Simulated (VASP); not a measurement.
# CsLiCr2Te2S3 (Cm) in VASP: single point with BLYP

Aim: the single point of CsLiCr2Te2S3 with BLYP.

Everything below comes from runs of VASP 6.6.1. Logs are shortened: lines on timing, memory, paths and dates and some standing lists are left out, and cuts for length are marked.

## 1. The cell of the first run

The structure is monoclinic, space group Cm (No. 8). The conventional cell has a = 6.843 Å, b = 10.361 Å, c = 7.978 Å, α = 90.00°, β = 111.21°, γ = 90.00°. Cs (site symmetry m) has 6 S at 3.58 to 4.55 Å and 2 Li at 4.01 to 4.44 Å and 6 Te at 4.15 to 4.36 Å and 6 Cr at 4.63 to 4.67 Å within 4.7 Å. Within 3.3 Å of Li (site symmetry m) lie 3 S at 2.42 to 2.56 Å and 2 Te at 3.02 Å and 4 Cr at 3.10 to 3.27 Å. Within 2.9 Å of Cr (site symmetry 1) lie 3 S at 2.20 to 2.25 Å and 1 Te at 2.51 Å. Te (site symmetry 1) has 1 Cr at 2.51 Å and 1 Li at 3.02 Å and 1 Te at 3.20 Å within 3.3 Å. Within 3.0 Å of S (site symmetry 1) lie 2 Cr at 2.24 to 2.25 Å and 1 Li at 2.56 Å. Within 2.9 Å of S (site symmetry m) lie 2 Cr at 2.20 Å and 1 Li at 2.42 Å.

## 2. Single point, BLYP, collinear spin, ferromagnetic start

INCAR reads:

```
SYSTEM = CsLiCr2Te2S3
PREC     = Accurate       ! precision mode
ENCUT    = 520            ! plane-wave cutoff, eV
EDIFF    = 1E-6           ! SCF threshold, eV
ISMEAR   = -1             ! smearing method
SIGMA    = 0.05           ! smearing width, eV
LREAL    = .False.        ! projectors in reciprocal space
LASPH    = .True.         ! aspherical terms in the spheres
NELM     = 150            ! most SCF steps
ALGO     = Normal         ! electronic algorithm
ISIF     = 2              ! what is computed and relaxed
LWAVE    = .False.        ! write WAVECAR
LCHARG   = .True.         ! write CHGCAR
ISPIN    = 2              ! spin polarisation
MAGMOM   = 0 0 3 3 0 0 0 0 0 ! initial moments
LORBIT   = 11             ! projections on sites
LMAXMIX  = 4              ! l up to which the mixer works
GGA      = B5             ! functional
ALDAX    = 1.0          
AGGAX    = 1.0          
AGGAC    = 1.0          
ALDAC    = 0.0          
LVHAR    = .True.       
NBANDS   = 47             ! bands
KPAR     = 4
```

KPOINTS reads:

```
Automatic mesh
0
Gamma
  5 5 4
  0 0 0
```

POSCAR reads:

```
CsLiCr2Te2S3
1.0
    3.4216200000     -5.1806900000      0.0078400000
    3.4216200000      5.1806900000      0.0078400000
   -2.9041100000      0.0000000000      7.4309300000
Cs Li Cr Te S
1 1 2 2 3
Direct
    0.0937400000      0.0937400000      0.0085300000
    0.5887500000      0.5887500000      0.5533600000
    0.0564600000      0.4675500000      0.5579000000
    0.4675500000      0.0564600000      0.5579000000
    0.5648600000      0.8735700000      0.2903500000
    0.8735700000      0.5648600000      0.2903500000
    0.8115100000      0.3969700000      0.7334700000
    0.3969700000      0.8115100000      0.7334700000
    0.2140400000      0.2140400000      0.4837100000
```

Potentials or basis: VASP PAW PBE potentials, release 64 (Cs_sv, Li_sv, Cr_pv, Te, S).

Command:

```
cat potpaw_PBE.64/Cs_sv/POTCAR potpaw_PBE.64/Li_sv/POTCAR potpaw_PBE.64/Cr_pv/POTCAR potpaw_PBE.64/Te/POTCAR potpaw_PBE.64/S/POTCAR > POTCAR
mpirun -np 4 vasp_std > vasp.out
```

OUTCAR:

```text
SYSTEM = CsLiCr2Te2S3
   PREC = Accurate
   ENCUT = 520
   EDIFF = 1E-6
   ISMEAR = -1
   LREAL = .False.
   LASPH = .True.
   NELM = 150
   ISIF = 2
   ISPIN = 2
   LORBIT = 11
   GGA = B5

 ion  position               nearest neighbor table
   1  0.094  0.094  0.009-
   2  0.589  0.589  0.553-   9 2.42   8 2.56   7 2.56   6 3.02   5 3.02
   3  0.056  0.468  0.558-   9 2.20   7 2.24   8 2.25   6 2.51
   4  0.468  0.056  0.558-   9 2.20   8 2.24   7 2.25   5 2.51
   5  0.565  0.874  0.290-   4 2.51   2 3.02   6 3.20
   6  0.874  0.565  0.290-   3 2.51   2 3.02   5 3.20
   7  0.812  0.397  0.733-   3 2.24   4 2.25   2 2.56
   8  0.397  0.812  0.733-   4 2.24   3 2.25   2 2.56
   9  0.214  0.214  0.484-   3 2.20   4 2.20   2 2.42

  LATTYP: Found a base centered monoclinic cell.
 ALAT       =     6.8432579639
 B/A-ratio  =     1.5141004555
 C/A-ratio  =     1.1658564481
 COS(beta)  =    -0.3618680181

  Lattice vectors:

 A1 = (   3.4216200000,  -5.1806900000,   0.0078400000)
 A2 = (   3.4216200000,   5.1806900000,   0.0078400000)
 A3 = (  -2.9041100000,   0.0000000000,   7.4309300000)

Analysis of symmetry for initial positions (statically):
=====================================================================
 Subroutine PRICEL returns:
 Original cell was already a primitive cell.

 Routine SETGRP: Setting up the symmetry group for a
 base centered monoclinic supercell.

 Subroutine GETGRP returns: Found  2 space group operations
 (whereof  2 operations were pure point group operations)
 out of a pool of  4 trial point group operations.

The static configuration has the point symmetry C_1h.

Analysis of symmetry for dynamics (positions and initial velocities):
=====================================================================
 Subroutine PRICEL returns:
 Original cell was already a primitive cell.

 Routine SETGRP: Setting up the symmetry group for a
 base centered monoclinic supercell.

 Subroutine GETGRP returns: Found  2 space group operations
 (whereof  2 operations were pure point group operations)
 out of a pool of  4 trial point group operations.

The dynamic configuration has the point symmetry C_1h.

Analysis of structural, dynamic, and magnetic symmetry:
=====================================================================
 Subroutine PRICEL returns:
 Original cell was already a primitive cell.

 Routine SETGRP: Setting up the symmetry group for a
 base centered monoclinic supercell.

 Subroutine GETGRP returns: Found  2 space group operations
 (whereof  2 operations were pure point group operations)
 out of a pool of  4 trial point group operations.

The overall configuration has the point symmetry C_1h.

 Subroutine INISYM returns: Found  2 space group operations
 (whereof  2 operations are pure point group operations),
 and found     1 'primitive' translations

----------------------------------------------------------------------------------------

                                     Primitive cell

  volume of cell :     263.6825

  direct lattice vectors                    reciprocal lattice vectors
     3.421620000 -5.180690000  0.007840000     0.145998873 -0.096512241  0.057058374
     3.421620000  5.180690000  0.007840000     0.145998873  0.096512241  0.057058374
    -2.904110000  0.000000000  7.430930000    -0.000308072  0.000000000  0.134452259

  length of vectors
     6.208630587  6.208630587  7.978256423     0.184081345  0.184081345  0.134452612

  position of ions in fractional coordinates (direct lattice)
     0.093740000  0.093740000  0.008530000
     0.588750000  0.588750000  0.553360000
     0.056460000  0.467550000  0.557900000
     0.467550000  0.056460000  0.557900000
     0.564860000  0.873570000  0.290350000
     0.873570000  0.564860000  0.290350000
     0.811510000  0.396970000  0.733470000
     0.396970000  0.811510000  0.733470000
     0.214040000  0.214040000  0.483710000

[... 66 lines left out ...]
   number of dos      NEDOS =    301   number of ions     NIONS =      9
   total plane-waves  NPLWV = 138240
   dimension x,y,z NGX =    48 NGY =   48 NGZ =   60
   dimension x,y,z NGXF=    96 NGYF=   96 NGZF=  120
   ions per type =               1   1   2   2   3
   NGX,Y,Z   is equivalent  to a cutoff of  12.85, 12.85, 12.50 a.u.
   NGXF,Y,Z  is equivalent  to a cutoff of  25.71, 25.71, 25.00 a.u.
 SYSTEM =  CsLiCr2Te2S3
   PREC   = accura    normal or accurate (medium, high low for compatibility)
   ISTART =      0    job   : 0-new  1-cont  2-samecut
   ICHARG =      2    charge: 1-file 2-atom 10-const
   ISPIN  =      2    spin polarized calculation?
   LNONCOLLINEAR =      F non collinear calculations
   LSORBIT =      F    spin-orbit coupling
   LASPH  =      T    aspherical Exc in radial PAW
   ENCUT  =  520.0 eV  38.22 Ry    6.18 a.u.  11.54 11.54 14.83*2*pi/ulx,y,z
   NELM   =    150;   NELMIN=  2; NELMDL= -5     # of ELM steps
   EDIFF  = 0.1E-05   stopping-criterion for ELM
   LREAL  =      F    real-space projection
   EDIFFG = 0.1E-04   stopping-criterion for IOM
   NSW    =      0    number of steps for IOM
   IBRION =     -1    ionic relax: 0-MD 1-quasi-New 2-CG
   NFREE  =      0    steps in history (QN), initial steepest desc. (CG)
   ISIF   =      2    stress and relaxation
   ISYM   =      2    0-nonsym 1-usesym 2-fastsym
   POTIM  = 0.5000    time-step for ionic-motion
   TEBEG  =    0.0;   TEEND  =   0.0 temperature during run
   PSTRESS=    0.0 pullay stress
   NELECT =      66.0000    total number of electrons
   NUPDOWN=      -1.0000    fix difference up-down
   EMIN   =  10.00;   EMAX   =-10.00  energy-range for DOS
   EFERMI =   0.00;   METHOD = LEGACY
   ISMEAR =    -1;   SIGMA  =   0.05  broadening in eV -4-tet -1-fermi 0-gaus
   EFERMI_NEDOS =   21; number of points for ismear=-14 and -15
   IALGO  =     38    algorithm
   IMIX   =      4    mixing-type and parameters
     AMIX     =   0.40;   BMIX     =  1.00
     AMIX_MAG =   1.60;   BMIX_MAG =  1.00
  volume/ion in A,a.u.               =      29.30       197.71
  Fermi-wavevector in a.u.,A,eV,Ry     =   1.031721  1.949670 14.482705  1.064449
  Thomas-Fermi vector in A             =   2.165883
   LORBIT       =     11    0 simple, 1 ext, 2 COOP (PROOUT), +10 PAW based schemes
   GGA     = B5    functional components
   LHFCALC =     F    Hartree Fock is set to
   AEXX    =    0.0000 exact exchange contribution
   IVDW    =     0    specifies the selected vdW correction
   LEPSILON=     F    determine dielectric tensor
   LRPA    =     F    only Hartree local field effects (RPA)
 spin polarized calculation
  energy-cutoff  :      520.00
  volume of cell :      263.68
 maximum number of plane-waves:      7130
 NGX is ok and might be reduce to    48
   NGX = 23   NGY = 23   NGZ = 29

 number of electron      66.0000015 magnetization       4.0079064

 Free energy of the ion-electron system (eV)
  ---------------------------------------------------
  ext. energy  EPLUGINS =         0.00000000
  ---------------------------------------------------
  free energy    TOTEN  =       -41.24212719 eV

  energy without entropy =      -41.21517346  energy(sigma->0) =      -41.22865033

 E-fermi :   3.5378     XC(G=0):  -7.8452

 val. band max:        3.5335374607   @ k =  -0.2000   0.4000   0.2500
 cond. band min:       3.5407679306   @ k =  -0.2000   0.2000   0.0000
 fundamental gap:      0.0072304699
 Fermi energy:         3.5377551236

 spin component 1

 k-point     1 :       0.0000    0.0000    0.0000
  band No.  band energies     occupation
      1     -43.2520      1.00000
      2     -40.6537      1.00000
      3     -40.6489      1.00000
      4     -40.6336      1.00000
      5     -40.6256      1.00000
      6     -40.5202      1.00000
[... 1141 lines left out ...]
     44       8.4209      0.00000
     45       8.4720      0.00000

 [... further k-points ...]

 spin component 2

 k-point     1 :       0.0000    0.0000    0.0000
  band No.  band energies     occupation
      1     -43.2500      1.00000
      2     -38.4440      1.00000
      3     -38.4440      1.00000
      4     -38.4093      1.00000
      5     -38.4087      1.00000
      6     -38.3541      1.00000
[... 1141 lines left out ...]
     44       8.4772      0.00000
     45       8.5289      0.00000

 [... further k-points ...]

 [bands above 45 left out]

------------------------ aborting loop because EDIFF is reached ----------------------------------------

  FORCE on cell =-STRESS in cart. coord.  units (eV):
  Direction    XX          YY          ZZ          XY          YZ          ZX
  --------------------------------------------------------------------------------------
  -------------------------------------------------------------------------------------
  Total        4.1395214      3.8509629      3.1174712      0.0000000      0.0000000      0.2708235
  in kB       25.1524003     23.3990726     18.9422586      0.0000000      0.0000000      1.6455675
  external PRESSURE =      22.4979105 kB  Pullay stress =       0.0000000 kB

 VOLUME and BASIS-vectors are now :
 -----------------------------------------------------------------------------
  energy-cutoff  :      520.00
  volume of cell :      263.68
      direct lattice vectors                 reciprocal lattice vectors
     3.421620000 -5.180690000  0.007840000     0.145998873 -0.096512241  0.057058374
     3.421620000  5.180690000  0.007840000     0.145998873  0.096512241  0.057058374
    -2.904110000  0.000000000  7.430930000    -0.000308072  0.000000000  0.134452259

 POSITION                                       TOTAL-FORCE (eV/Angst)
 -----------------------------------------------------------------------------------
      0.61671      0.00000      0.06486         0.016885      0.000000     -0.046690
      2.42194      0.00000      4.12121        -0.031294      0.000000      0.043442
      0.17276      2.12973      4.14982         0.003946      0.030395      0.006465
      0.17276     -2.12973      4.14982         0.003946     -0.030395      0.006465
      4.07855      1.59933      2.16885        -0.051374      0.032881     -0.210821
      4.07855     -1.59933      2.16885        -0.051374     -0.032881     -0.210821
      2.00488     -2.14760      5.45984         0.037782      0.079830      0.237495
      2.00488      2.14760      5.45984         0.037782     -0.079830      0.237495
      0.05998      0.00000      3.59777         0.033700      0.000000     -0.063030
 -----------------------------------------------------------------------------------
    total drift:                                0.000173      0.000000      0.000126

  FREE ENERGIE OF THE ION-ELECTRON SYSTEM (eV)
  ---------------------------------------------------
  free  energy   TOTEN  =       -41.2421271918 eV

  energy  without entropy=      -41.2151734638  energy(sigma->0) =      -41.22865033

 total charge

# of ion       s       p       d       tot
------------------------------------------
    1        1.885   4.679   0.024   6.588
    2        2.014   0.050   0.000   2.064
    3        0.311   6.275   4.209  10.795
    4        0.311   6.275   4.209  10.795
    5        1.404   1.982   0.026   3.412
    6        1.404   1.982   0.026   3.412
    7        1.350   2.407   0.000   3.757
    8        1.350   2.407   0.000   3.757
    9        1.352   2.435   0.000   3.787
--------------------------------------------------
tot         11.382  28.492   8.494  48.368

 magnetization (x)

# of ion       s       p       d       tot
------------------------------------------
    1        0.000  -0.001   0.000  -0.001
    2        0.001   0.000   0.000   0.001
    3        0.020   0.016   2.161   2.197
    4        0.020   0.016   2.161   2.197
    5       -0.006  -0.157   0.003  -0.160
    6       -0.006  -0.157   0.003  -0.160
    7       -0.002  -0.062   0.000  -0.064
    8       -0.002  -0.062   0.000  -0.064
    9        0.003  -0.064   0.000  -0.061
--------------------------------------------------
tot          0.029  -0.472   4.328   3.885
```

Wall time 5.8 min (4 MPI ranks of Intel Xeon Platinum 8259CL at 2.50GHz (Skylake/Cascade Lake), shared host); peak memory 0.93 GiB.

Results:

```yaml
Free_energy: -41.2421 eV
Largest_force: 0.253 eV/Å
Band_gap_on_the_k_mesh: zero (filled and empty bands overlap)
Net_moment: 4.01 μB per cell
Site_moments: Cs -0.00; Li +0.00; Cr +2.20; Te -0.16; S -0.06 μB
Valence_electrons_inside_the_program's_atomic_spheres: Cs 6.59; Li 2.06; Cr 10.79; Te 3.41; S 3.76, 3.79 (each value once)
```

Forces on the atoms (eV/Å):
```
Cs   0.017  0.000 -0.047
Li  -0.031  0.000  0.043
Cr   0.004  0.030  0.006
Cr   0.004 -0.030  0.006
Te  -0.051  0.033 -0.211
Te  -0.051 -0.033 -0.211
S    0.038  0.080  0.237
S    0.038 -0.080  0.237
S    0.034  0.000 -0.063
```

Caveat: the cutoff is under 1.25 times the usual one of these potentials, so pressure, stress and relaxed cells hold a basis-set (Pulay) error; the PAW data sets were made with another functional, which shifts forces and pressure a little; spin-orbit coupling is left out, which moves the levels of the heavy elements; the run started ferromagnetic, and an antiferromagnetic order may lie lower in energy.
